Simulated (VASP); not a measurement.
# GaAs (I-4m2) in VASP: a series of runs, part 2 of 2

VASP 6.6.1.

## 3. Electric field gradients, LDA (equal xx and yy strain of -2 %)

The input, INCAR:

```
SYSTEM = GaAs
ALGO     = Normal         ! electronic algorithm
EDIFF    = 1E-8           ! SCF threshold, eV
ENCUT    = 520            ! plane-wave cutoff, eV
ISIF     = 2              ! what is computed and relaxed
ISMEAR   = -1             ! smearing method
LASPH    = .TRUE.         ! aspherical terms in the spheres
LCHARG   = .FALSE.        ! write CHGCAR
LEFG     = .TRUE.       
LREAL    = .FALSE.        ! projectors in reciprocal space
LWAVE    = .FALSE.        ! write WAVECAR
NBANDS   = 16             ! bands
NELM     = 80             ! most SCF steps
PREC     = Accurate       ! precision mode
SIGMA    = 0.05           ! smearing width, eV
```

The input, KPOINTS:

```
k-points
0
G
  11 11 11
  0 0 0
```

The input, POSCAR:

```
GaAs
1.0
    0.0000000000      2.7703130000      2.8268500000
    2.7703130000      0.0000000000      2.8268500000
    2.7703130000      2.7703130000      0.0000000000
Ga As
1 1
Direct
    0.0000000000      0.0000000000      0.0000000000
    0.7500000000      0.7500000000      0.7500000000
```

Potentials or basis: VASP PAW LDA potentials, release 64 (Ga_d, As).

Started as:

```console
> cat potpaw_LDA.64/Ga_d/POTCAR potpaw_LDA.64/As/POTCAR > POTCAR
> mpirun -np 1 vasp_std > vasp.out
```

OUTCAR:

```text
SYSTEM = GaAs
   EDIFF = 1E-8
   ENCUT = 520
   ISIF = 2
   ISMEAR = -1
   LASPH = .TRUE.
   LREAL = .FALSE.
   NELM = 80
   PREC = Accurate

 ion  position               nearest neighbor table
   1  0.000  0.000  0.000-   2 2.42   2 2.42   2 2.42   2 2.42
   2  0.750  0.750  0.750-   1 2.42   1 2.42   1 2.42   1 2.42

  LATTYP: Found a body centered tetragonal cell.
 ALAT       =     3.9178142166
 C/A-ratio  =     1.4430750636

  Lattice vectors:

 A1 = (  -2.7703130000,   0.0000000000,   2.8268500000)
 A2 = (   2.7703130000,   0.0000000000,   2.8268500000)
 A3 = (   0.0000000000,   2.7703130000,  -2.8268500000)

Analysis of symmetry for initial positions (statically):
=====================================================================
 Subroutine PRICEL returns:
 Original cell was already a primitive cell.

 Routine SETGRP: Setting up the symmetry group for a
 body centered tetragonal supercell.

 Subroutine GETGRP returns: Found  8 space group operations
 (whereof  8 operations were pure point group operations)
 out of a pool of 16 trial point group operations.

The static configuration has the point symmetry D_2d.

Analysis of symmetry for dynamics (positions and initial velocities):
=====================================================================
 Subroutine PRICEL returns:
 Original cell was already a primitive cell.

 Routine SETGRP: Setting up the symmetry group for a
 body centered tetragonal supercell.

 Subroutine GETGRP returns: Found  8 space group operations
 (whereof  8 operations were pure point group operations)
 out of a pool of 16 trial point group operations.

The dynamic configuration has the point symmetry D_2d.
[... 151 lines left out ...]
 fundamental gap:      0.5954453794
 Fermi energy:         4.5611112570

 k-point     1 :       0.0000    0.0000    0.0000
  band No.  band energies     occupation
      1     -10.8149      2.00000
      2     -10.8100      2.00000
      3     -10.8100      2.00000
      4     -10.7244      2.00000
      5     -10.7224      2.00000
      6      -8.8662      2.00000
[... 433 lines left out ...]
      3     -10.7933      2.00000
      4     -10.7287      2.00000
      5     -10.7196      2.00000
      6      -7.8408      2.00000
[... 8 lines left out ...]
     15      14.4864      0.00000
     16      15.2087      0.00000

 [... further k-points ...]
[... 5 lines left out ...]
  --------------------------------------------------------------------------------------
  -------------------------------------------------------------------------------------
  Total        0.4913800      0.4913800      0.1285200      0.0000000     -0.0000000      0.0000000
  in kB       18.1441922     18.1441922      4.7455981      0.0000000     -0.0000000      0.0000000
  external PRESSURE =      13.6779942 kB  Pullay stress =       0.0000000 kB

 VOLUME and BASIS-vectors are now :
 -----------------------------------------------------------------------------
  energy-cutoff  :      520.00
  volume of cell :       43.39
      direct lattice vectors                 reciprocal lattice vectors
     0.000000000  2.770313000  2.826850000    -0.180485021  0.180485021  0.176875321
     2.770313000  0.000000000  2.826850000     0.180485021 -0.180485021  0.176875321
     2.770313000  2.770313000  0.000000000     0.180485021  0.180485021 -0.176875321

 POSITION                                       TOTAL-FORCE (eV/Angst)
 -----------------------------------------------------------------------------------
      0.00000      0.00000      0.00000         0.000000      0.000000      0.000000
      4.15547      4.15547      4.24027        -0.000000     -0.000000     -0.000000
 -----------------------------------------------------------------------------------
    total drift:                                0.000001      0.000001     -0.000001

  FREE ENERGIE OF THE ION-ELECTRON SYSTEM (eV)
  ---------------------------------------------------
  free  energy   TOTEN  =        -9.6361496913 eV

  energy  without entropy=       -9.6361445682  energy(sigma->0) =       -9.63614713

 Electric field gradients (V/A^2)
---------------------------------------------------------------------
 ion       V_xx      V_yy      V_zz      V_xy      V_xz      V_yz
---------------------------------------------------------------------
   1       1.620     1.620    -3.240    -0.004    -0.003    -0.003
   2      -2.603    -2.603     5.205     0.000     0.000     0.000
---------------------------------------------------------------------

 Electric field gradients after diagonalization (V/A^2)
 (convention: |V_zz| > |V_xx| > |V_yy|)
----------------------------------------------------------------------
 ion       V_xx      V_yy      V_zz     asymmetry (V_yy - V_xx)/ V_zz
----------------------------------------------------------------------
   1       1.624     1.615    -3.240       0.003
   2      -2.603    -2.603     5.205       0.000
----------------------------------------------------------------------

           NMR quadrupolar parameters

 Cq : quadrupolar parameter    Cq=e*Q*V_zz/h
 eta: asymmetry parameters     (V_yy - V_xx)/ V_zz
 Q  : nuclear electric quadrupole moment in mb (millibarn)
----------------------------------------------------------------------
 ion       Cq(MHz)       eta       Q (mb)
----------------------------------------------------------------------
   1      -0.008       0.003       1.000
   2       0.013       0.000       1.000
----------------------------------------------------------------------
```

OSZICAR:

```text
N       E                     dE             d eps       ncg     rms          rms(c)
DAV:   1     0.815711553788E+02    0.81571E+02   -0.89424E+03  4144   0.156E+03
DAV:   2    -0.340021166084E+01   -0.84971E+02   -0.80937E+02  4728   0.308E+02
DAV:   3    -0.977852340949E+01   -0.63783E+01   -0.63590E+01  4832   0.658E+01
DAV:   4    -0.987472217847E+01   -0.96199E-01   -0.96185E-01  5184   0.901E+00
DAV:   5    -0.987609722822E+01   -0.13750E-02   -0.13750E-02  4880   0.956E-01    0.313E+00
DAV:   6    -0.968341423603E+01    0.19268E+00   -0.21917E-01  6296   0.846E+00    0.184E+00
DAV:   7    -0.963933811002E+01    0.44076E-01   -0.67483E-02  5888   0.196E+00    0.525E-01
DAV:   8    -0.963617626355E+01    0.31618E-02   -0.91863E-03  4736   0.106E+00    0.118E-01
DAV:   9    -0.963614051992E+01    0.35744E-04   -0.69326E-04  5168   0.315E-01    0.401E-02
DAV:  10    -0.963614509048E+01   -0.45706E-05   -0.43643E-05  6000   0.753E-02    0.211E-02
DAV:  11    -0.963614983263E+01   -0.47421E-05   -0.71821E-06  4784   0.408E-02    0.293E-03
DAV:  12    -0.963614968984E+01    0.14279E-06   -0.58324E-07  5688   0.114E-02    0.217E-03
DAV:  13    -0.963614969132E+01   -0.14834E-08   -0.76882E-08  5272   0.235E-03
   1 F= -.96361497E+01 E0= -.96361471E+01  d E =-.512312E-05
```

Wall time 55 s (1 thread of Intel Xeon Platinum 8488C (Sapphire Rapids), shared host); peak memory 0.21 GiB.

What came out:

```
Free energy                             : -9.6361 eV
Pressure                                : 1.4 GPa
Band gap on the k mesh                  : 0.60 eV
Largest electric field gradient by atom : Ga -3.2; As +5.2 V/Å²
```

Electric field gradients, principal values (V/Å²):
```tsv
atom	least	middle	greatest (by size)
1 Ga	1.615	1.624	-3.240
2 As	-2.603	-2.603	5.205
```

Caveat: the cell differs from its parent crystal (equal xx and yy strain of -2 %); without QUAD_EFG the Cq values of the log hold for a quadrupole moment of 1 mb, not for the nuclei; an odd mesh through Γ misses points on the zone boundary, where band edges can lie.

## 4. Electric field gradients, LDA (equal xx and yy strain of -2 %)

The input, INCAR:

```
  PREC = Accurate
  ENCUT = 520
  EDIFF = 1E-8
  ISMEAR = -1
  SIGMA = 0.05
  LREAL = False
  LASPH = True
  NELM = 60
  ALGO = Normal
  ISIF = 2
  LWAVE = False
  LCHARG = False
  GGA = CA
  LEFG = True
  NBANDS = 16
```

The input, KPOINTS:

```
Automatic mesh
0
Gamma
  11 11 11
```

POSCAR is that of step 3.

Potentials or basis: VASP PAW LDA potentials, release 64 (Ga_d, As).

Started as:

```console
> cat potpaw_LDA.64/Ga_d/POTCAR potpaw_LDA.64/As/POTCAR > POTCAR
> mpirun -np 1 vasp_std > vasp.out
```

OUTCAR:

```text
PREC = Accurate
   ENCUT = 520
   EDIFF = 1E-8
   ISMEAR = -1
   LREAL = False
   LASPH = True
   NELM = 60
   ISIF = 2
   GGA = CA

 ion  position               nearest neighbor table
   1  0.000  0.000  0.000-   2 2.42   2 2.42   2 2.42   2 2.42
   2  0.750  0.750  0.750-   1 2.42   1 2.42   1 2.42   1 2.42

  LATTYP: Found a body centered tetragonal cell.
 ALAT       =     3.9178142166
 C/A-ratio  =     1.4430750636

  Lattice vectors:

 A1 = (  -2.7703130000,   0.0000000000,   2.8268500000)
 A2 = (   2.7703130000,   0.0000000000,   2.8268500000)
 A3 = (   0.0000000000,   2.7703130000,  -2.8268500000)

Analysis of symmetry for initial positions (statically):
=====================================================================
 Subroutine PRICEL returns:
 Original cell was already a primitive cell.

 Routine SETGRP: Setting up the symmetry group for a
 body centered tetragonal supercell.

 Subroutine GETGRP returns: Found  8 space group operations
 (whereof  8 operations were pure point group operations)
 out of a pool of 16 trial point group operations.

The static configuration has the point symmetry D_2d.

Analysis of symmetry for dynamics (positions and initial velocities):
=====================================================================
 Subroutine PRICEL returns:
 Original cell was already a primitive cell.

 Routine SETGRP: Setting up the symmetry group for a
 body centered tetragonal supercell.

 Subroutine GETGRP returns: Found  8 space group operations
 (whereof  8 operations were pure point group operations)
 out of a pool of 16 trial point group operations.

The dynamic configuration has the point symmetry D_2d.

 Subroutine INISYM returns: Found  8 space group operations
 (whereof  8 operations are pure point group operations),
 and found     1 'primitive' translations

----------------------------------------------------------------------------------------

                                     Primitive cell

  volume of cell :      43.3901

  direct lattice vectors                    reciprocal lattice vectors
     0.000000000  2.770313000  2.826850000    -0.180485021  0.180485021  0.176875321
     2.770313000  0.000000000  2.826850000     0.180485021 -0.180485021  0.176875321
     2.770313000  2.770313000  0.000000000     0.180485021  0.180485021 -0.176875321

  length of vectors
     3.957993815  3.957993815  3.917814217     0.310539152  0.310539152  0.310539152

  position of ions in fractional coordinates (direct lattice)
     0.000000000  0.000000000  0.000000000
     0.750000000  0.750000000  0.750000000

  ion indices of the primitive-cell ions
   primitive index   ion index
                 1           1
                 2           2

----------------------------------------------------------------------------------------

 KPOINTS: Automatic mesh

Automatic generation of k-mesh.
 Grid dimensions read from file:
 generate k-points for:   11   11   11

 Generating k-lattice:

[... 64 lines left out ...]
   NSW    =      0    number of steps for IOM
   IBRION =     -1    ionic relax: 0-MD 1-quasi-New 2-CG
   NFREE  =      0    steps in history (QN), initial steepest desc. (CG)
   ISIF   =      2    stress and relaxation
   ISYM   =      2    0-nonsym 1-usesym 2-fastsym
   POTIM  = 0.5000    time-step for ionic-motion
   TEBEG  =    0.0;   TEEND  =   0.0 temperature during run
   PSTRESS=    0.0 pullay stress
   NELECT =      18.0000    total number of electrons
   NUPDOWN=      -1.0000    fix difference up-down
   EMIN   =  10.00;   EMAX   =-10.00  energy-range for DOS
   EFERMI =   0.00;   METHOD = LEGACY
   ISMEAR =    -1;   SIGMA  =   0.05  broadening in eV -4-tet -1-fermi 0-gaus
   EFERMI_NEDOS =   21; number of points for ismear=-14 and -15
   IALGO  =     38    algorithm
   IMIX   =      4    mixing-type and parameters
     AMIX     =   0.40;   BMIX     =  1.00
     AMIX_MAG =   1.60;   BMIX_MAG =  1.00
  volume/ion in A,a.u.               =      21.70       146.41
  Fermi-wavevector in a.u.,A,eV,Ry     =   1.220962  2.307284 20.282864  1.490748
  Thomas-Fermi vector in A             =   2.356161
   LORBIT       =      0    0 simple, 1 ext, 2 COOP (PROOUT), +10 PAW based schemes
   GGA     = CA    functional components
   LHFCALC =     F    Hartree Fock is set to
   AEXX    =    0.0000 exact exchange contribution
   IVDW    =     0    specifies the selected vdW correction
   LEPSILON=     F    determine dielectric tensor
   LRPA    =     F    only Hartree local field effects (RPA)
 non-spin polarized calculation
  energy-cutoff  :      520.00
  volume of cell :       43.39
 maximum number of plane-waves:      1195
 NGX is ok and might be reduce to    30
   NGX = 15   NGY = 15   NGZ = 15

 number of electron      18.0000013 magnetization

 Free energy of the ion-electron system (eV)
  ---------------------------------------------------
  ext. energy  EPLUGINS =         0.00000000
  ---------------------------------------------------
  free energy    TOTEN  =        -9.63614969 eV

  energy without entropy =       -9.63614457  energy(sigma->0) =       -9.63614713

 E-fermi :   4.5611     XC(G=0): -10.0922

 val. band max:        4.2355700373   @ k =   0.0000   0.0000   0.0000
 cond. band min:       4.8310154167   @ k =   0.0000   0.0000   0.0000
 fundamental gap:      0.5954453794
 Fermi energy:         4.5611112570

 k-point     1 :       0.0000    0.0000    0.0000
  band No.  band energies     occupation
      1     -10.8149      2.00000
      2     -10.8100      2.00000
      3     -10.8100      2.00000
      4     -10.7244      2.00000
      5     -10.7224      2.00000
      6      -8.8662      2.00000
[... 433 lines left out ...]
      3     -10.7933      2.00000
      4     -10.7287      2.00000
      5     -10.7196      2.00000
      6      -7.8408      2.00000
[... 8 lines left out ...]
     15      14.4864      0.00000
     16      15.2087      0.00000

 [... further k-points ...]
[... 5 lines left out ...]
  --------------------------------------------------------------------------------------
  -------------------------------------------------------------------------------------
  Total        0.4913800      0.4913800      0.1285200      0.0000000     -0.0000000      0.0000000
  in kB       18.1441922     18.1441922      4.7455981      0.0000000     -0.0000000      0.0000000
  external PRESSURE =      13.6779942 kB  Pullay stress =       0.0000000 kB

 VOLUME and BASIS-vectors are now :
 -----------------------------------------------------------------------------
  energy-cutoff  :      520.00
  volume of cell :       43.39
      direct lattice vectors                 reciprocal lattice vectors
     0.000000000  2.770313000  2.826850000    -0.180485021  0.180485021  0.176875321
     2.770313000  0.000000000  2.826850000     0.180485021 -0.180485021  0.176875321
     2.770313000  2.770313000  0.000000000     0.180485021  0.180485021 -0.176875321

 POSITION                                       TOTAL-FORCE (eV/Angst)
 -----------------------------------------------------------------------------------
      0.00000      0.00000      0.00000         0.000000      0.000000      0.000000
      4.15547      4.15547      4.24027        -0.000000     -0.000000     -0.000000
 -----------------------------------------------------------------------------------
    total drift:                                0.000001      0.000001     -0.000001

  FREE ENERGIE OF THE ION-ELECTRON SYSTEM (eV)
  ---------------------------------------------------
  free  energy   TOTEN  =        -9.6361496913 eV

  energy  without entropy=       -9.6361445682  energy(sigma->0) =       -9.63614713

 Electric field gradients (V/A^2)
---------------------------------------------------------------------
 ion       V_xx      V_yy      V_zz      V_xy      V_xz      V_yz
---------------------------------------------------------------------
   1       1.620     1.620    -3.240    -0.004    -0.003    -0.003
   2      -2.603    -2.603     5.205     0.000     0.000     0.000
---------------------------------------------------------------------

 Electric field gradients after diagonalization (V/A^2)
 (convention: |V_zz| > |V_xx| > |V_yy|)
----------------------------------------------------------------------
 ion       V_xx      V_yy      V_zz     asymmetry (V_yy - V_xx)/ V_zz
----------------------------------------------------------------------
   1       1.624     1.615    -3.240       0.003
   2      -2.603    -2.603     5.205       0.000
----------------------------------------------------------------------

           NMR quadrupolar parameters

 Cq : quadrupolar parameter    Cq=e*Q*V_zz/h
 eta: asymmetry parameters     (V_yy - V_xx)/ V_zz
 Q  : nuclear electric quadrupole moment in mb (millibarn)
----------------------------------------------------------------------
 ion       Cq(MHz)       eta       Q (mb)
----------------------------------------------------------------------
   1      -0.008       0.003       1.000
   2       0.013       0.000       1.000
----------------------------------------------------------------------
```

OSZICAR:

```text
N       E                     dE             d eps       ncg     rms          rms(c)
DAV:   1     0.815711553788E+02    0.81571E+02   -0.89424E+03  4144   0.156E+03
DAV:   2    -0.340021166084E+01   -0.84971E+02   -0.80937E+02  4728   0.308E+02
DAV:   3    -0.977852340949E+01   -0.63783E+01   -0.63590E+01  4832   0.658E+01
DAV:   4    -0.987472217847E+01   -0.96199E-01   -0.96185E-01  5184   0.901E+00
DAV:   5    -0.987609722822E+01   -0.13750E-02   -0.13750E-02  4880   0.956E-01    0.313E+00
DAV:   6    -0.968341423603E+01    0.19268E+00   -0.21917E-01  6296   0.846E+00    0.184E+00
DAV:   7    -0.963933811002E+01    0.44076E-01   -0.67483E-02  5888   0.196E+00    0.525E-01
DAV:   8    -0.963617626355E+01    0.31618E-02   -0.91863E-03  4736   0.106E+00    0.118E-01
DAV:   9    -0.963614051992E+01    0.35744E-04   -0.69326E-04  5168   0.315E-01    0.401E-02
DAV:  10    -0.963614509048E+01   -0.45706E-05   -0.43643E-05  6000   0.753E-02    0.211E-02
DAV:  11    -0.963614983263E+01   -0.47421E-05   -0.71821E-06  4784   0.408E-02    0.293E-03
DAV:  12    -0.963614968984E+01    0.14279E-06   -0.58324E-07  5688   0.114E-02    0.217E-03
DAV:  13    -0.963614969132E+01   -0.14834E-08   -0.76882E-08  5272   0.235E-03
   1 F= -.96361497E+01 E0= -.96361471E+01  d E =-.512312E-05
```

It took 51 s on 1 thread of Intel Xeon Platinum 8488C (Sapphire Rapids), shared host; peak memory 0.21 GiB.

Results:

| Quantity | Value |
| --- | --- |
| Free energy | -9.6361 eV |
| Pressure | 1.4 GPa |
| Band gap on the k mesh | 0.60 eV |
| Largest electric field gradient by atom | Ga -3.2; As +5.2 V/Å² |

Levels at points of the mesh, in eV from the valence-band top:
```tsv
k point	band 7	band 8	band 9	band 10	band 11	band 12
(0.00, 0.00, 0.00)	-0.12	0.00	0.00	0.60	3.63	3.63
```

Electric field gradients, principal values (V/Å²):
| atom | least | middle | greatest (by size) |
| --- | --- | --- | --- |
| 1 Ga | 1.615 | 1.624 | -3.240 |
| 2 As | -2.603 | -2.603 | 5.205 |

Caveat: the cell differs from its parent crystal (equal xx and yy strain of -2 %); without QUAD_EFG the Cq values of the log hold for a quadrupole moment of 1 mb, not for the nuclei; an odd mesh through Γ misses points on the zone boundary, where band edges can lie.
